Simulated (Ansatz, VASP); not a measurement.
# Hf2Bi2O in VASP and in Ansatz

```
Hf Bi O
1.0
     4.03005    0.00000    0.00000
    -2.01503    3.49013    0.00000
     0.00000    0.00000    8.15553
Hf Bi O
2 2 1
Direct
  0.33333 0.66667 0.20546
  0.33333 0.66667 0.79454
  0.66667 0.33333 0.00000
  0.00000 0.00000 0.00000
  0.00000 0.00000 0.50000
```

Change from the starting cell: species swapped into the La2Cu2I type (P-6m2, No. 187).

Alike in both runs: task relaxation of cell and atoms; functional PBE; k mesh 6 × 6 × 2; occupations gaussian, width 0.1 eV; no spin polarisation.

|  | VASP | Ansatz |
| --- | --- | --- |
| version | VASP 6.6.1 | Ansatz 0.2.0 |
| potentials or method | VASP PAW PBE potentials, release 64 (Hf_pv, Bi_d, O), cutoff 600 eV | scalar-relativistic, plane waves, PAW |
| valence electrons in the cell | 56 | 88 |

Ansatz gave:

```
gap on the k mesh at the Fermi level, each at its own relaxed structure (eV) : none
relaxed volume (Å³/atom)                                                     : 25.53
relaxed cell length with the largest relative difference (Å)                 : 5.206
```

**Question.** Estimate VASP's values.

**Answer.** gap on the k mesh at the Fermi level, each at its own relaxed structure (eV): none; relaxed volume (Å³/atom): 25.28; relaxed cell length with the largest relative difference (Å): 5.181.

A gap of «none» marks a metal or a gap that the smearing closes. VASP's potentials hold 56 valence electrons a cell and Ansatz's 88, so a difference there can come from the potentials and not from the codes.

The k mesh is coarse, so the values compare programs but aren't converged. Neither program's run includes spin-orbit coupling.
